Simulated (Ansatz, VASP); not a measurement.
## LiCl in VASP and in Ansatz

```
Li Cl
1.0
     0.00000    2.56476    2.56476
     2.56476    0.00000    2.56476
     2.56476    2.56476    0.00000
Li Cl
1 1
Cartesian
  0.0000 0.0000 0.0000
  2.4648 2.5648 2.5648
```

Alike in both runs: task single point; functional PBE; k mesh 8 × 8 × 8; occupations gaussian, width 0.05 eV; no spin polarisation.

```csv
,VASP,Ansatz
version,VASP 6.6.1,Ansatz 0.2.0
potentials or method,"VASP PAW PBE potentials, release 64 (Li_sv, Cl), cutoff 520 eV","scalar-relativistic, plane waves, PAW"
valence electrons in the cell,10,10
```

|  | VASP | Ansatz | Ansatz less VASP |
| --- | --- | --- | --- |
| gap on the k mesh at the Fermi level (eV) | 6.34 | 6.32 | -0.012 |
| least direct gap on the mesh (eV) | 6.34 | 6.32 | -0.012 |
| rms of the force components (eV/Å) | 0.042 | 0.042 | -0.0003 |

Atom by atom the forces differ by 0.000 eV/Å (rms over components).

Noted on VASP's run: the cutoff is short for stress, so the pressure is rough.
